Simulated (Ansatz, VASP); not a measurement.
C: VASP beside Ansatz

The input INCAR:

```
  ALGO = Normal
  EDIFF = 1E-6
  ENCUT = 520
  GGA = PE
  ISIF = 2
  ISMEAR = 0
  LASPH = T
  LCHARG = F
  LREAL = F
  LWAVE = F
  NBANDS = 11
  NELM = 80
  PREC = Accurate
  SIGMA = 0.05
```

File KPOINTS:

```
k-points
0
Gamma
  12 12 12
```

File POSCAR:

```
C
1.0
    0.0000000000      1.9912149366      1.9108520020
    1.4554620389      0.0000000000      1.9108520020
    1.4554620389      1.9912149366      0.0000000000
C
2
Direct
    0.5000000000      0.5000000000      0.5000000000
    0.7500000000      0.7500000000      0.7500000000
```

Input for Ansatz:

```yaml
crystal:
  lattice:
    - [0.0, 1.9912149366, 1.910852002]
    - [1.4554620389, 0.0, 1.910852002]
    - [1.4554620389, 1.9912149366, 0.0]
  atoms:
    - { symbol: C, position: [0.5, 0.5, 0.5] }
    - { symbol: C, position: [0.75, 0.75, 0.75] }
basis:
  ecutwfc: 520.0
kpoints:
  mp_grid: { grid: [12, 12, 12] }
hamiltonian:
  xc: pbe
  pseudopotentials: { kind: paw, azcp: { folder: soft_1 } }
scf:
  occupations: { method: gaussian, width: 0.05 }
output:
  forces: true
  stress: true
  eigenvalues: true
```

Change from the starting cell: strain +e along x and -e along y -0.1500, strain +e along z and -e/2 along x and y +0.0700.

Alike in both runs: task single point; functional PBE; k mesh 12 × 12 × 12; occupations gaussian, width 0.05 eV; no spin polarisation.

```csv
,VASP,Ansatz
version,VASP 6.6.1,Ansatz 0.2.0
potentials or method,"VASP PAW PBE potentials, release 64 (C), cutoff 520 eV","scalar-relativistic, plane waves, PAW"
valence electrons in the cell,8,8
```

Ansatz gave:

| Quantity | Value |
| --- | --- |
| gap on the k mesh at the Fermi level (eV) | none |
| pressure (GPa) | 13.0 |
| traceless stress, the component that is largest in VASP (GPa) | 122.67 |

Problem. Which values does VASP return?

Solution. gap on the k mesh at the Fermi level (eV): none; pressure (GPa): 13.6; traceless stress, the component that is largest in VASP (GPa): 122.48.

A gap of «none» marks a metal or a gap that the smearing closes.
